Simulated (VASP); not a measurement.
Here is a VASP 6.6.1 calculation.

File POSCAR:

```
BaTiO3
1.0
    4.0782473671      0.0000000000      0.0000000000
    0.0000000000      4.0782473671      0.0000000000
    0.0000000000      0.0000000000      4.0968043205
Ba Ti O
1 1 3
Direct
    0.0000000000      0.0000000000      0.0000000000
    0.5000000000      0.5000000000      0.4900000000
    0.0000000000      0.5000000000      0.5170000000
    0.5000000000      0.0000000000      0.5170000000
    0.5000000000      0.5000000000      0.0190000000
```

INCAR.step1

```
PREC = Accurate
ENCUT = 520
ISMEAR = -1
SIGMA = 0.05
LREAL = False
LASPH = True
NELM = 80
NBANDS = 28
GGA = PE
ALGO = Normal
EDIFF = 1E-4
LWAVE = True
LCHARG = False
```

File INCAR.step2:

```
PREC = Accurate
ENCUT = 520
EDIFF = 1E-6
ISMEAR = -1
SIGMA = 0.05
LREAL = False
LASPH = True
NELM = 80
ALGO = Normal
ISIF = 2
LWAVE = False
LCHARG = False
METAGGA = R2SCAN
LMIXTAU = True
NBANDS = 28
ISTART = 1
```

File KPOINTS:

```
Automatic mesh
0
Gamma
  7 7 7
```

Potentials or basis: VASP PAW PBE potentials, release 64 (Ba_sv, Ti_sv, O).

Run with:

```console
$ cat potpaw_PBE.64/Ba_sv/POTCAR potpaw_PBE.64/Ti_sv/POTCAR potpaw_PBE.64/O/POTCAR > POTCAR
$ cp INCAR.step1 INCAR
$ mpirun -np 1 vasp_std > vasp.out
$ cp INCAR.step2 INCAR
$ mpirun -np 1 vasp_std > vasp.out
```

Question: Predict the largest force.

Answer: 0.652 eV/Å.

Question: Estimate the pressure.

Answer: -8.2 GPa.

Question: What does it give for the band gap on the k mesh?

Answer: 2.11 eV, indirect (least direct gap 2.35 eV).

Forces in eV/Å, atoms in the order of the input:
```
Ba   0.000  0.000  0.030
Ti   0.000  0.000 -0.353
O    0.000  0.000 -0.164
O    0.000  0.000 -0.164
O    0.000  0.000  0.652
```

Caveat: the PAW data sets were made with another functional, which shifts forces and pressure a little; spin-orbit coupling is left out, which moves the levels of the heavy elements. A k mesh can miss the band edges.
